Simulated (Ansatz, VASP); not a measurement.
**One calculation of CO2, two programs**

```
CELL_PARAMETERS angstrom
5.62400 0.00000 0.00000
0.00000 5.62400 0.00000
0.00000 0.00000 5.62400
ATOMIC_POSITIONS crystal
C 0.00000 0.00000 0.00000
C 0.50000 0.00000 0.50000
C 0.50000 0.50000 0.00000
C 0.00000 0.50000 0.50000
O 0.11850 0.11850 0.11850
O 0.38150 0.88150 0.61850
O 0.61850 0.38150 0.88150
O 0.88150 0.61850 0.38150
O 0.88150 0.88150 0.88150
O 0.61850 0.11850 0.38150
O 0.38150 0.61850 0.11850
O 0.11850 0.38150 0.61850
```

Alike in both runs: task electric field gradients; functional PBE; k mesh 4 × 4 × 4; occupations fermi-dirac, width 0.02 eV; no spin polarisation.

|  | VASP | Ansatz |
| --- | --- | --- |
| version | VASP 6.6.1 | Ansatz 0.2.0 |
| potentials or method | VASP PAW PBE potentials, release 64 (C, O) | plane-wave PAW, scalar-relativistic |
| plane-wave cutoff (eV) | 520 | 420 |
| valence electrons in the cell | 64 | 64 |

```csv
,VASP,Ansatz,Ansatz less VASP
gap on the k mesh at the Fermi level (eV),6.90,6.91,+0.018
pressure (GPa),7.1,5.5,-1.65
rms of the force components (eV/Å),1.055,0.723,-0.3316
size of Vzz on the site where it differs most (V/Å²),50.9,26.3,-24.60
```

Atom by atom the forces differ by 0.332 eV/Å (rms over components).

Noted on VASP's run: the standard files for N, O and F lose accuracy on very short bonds.
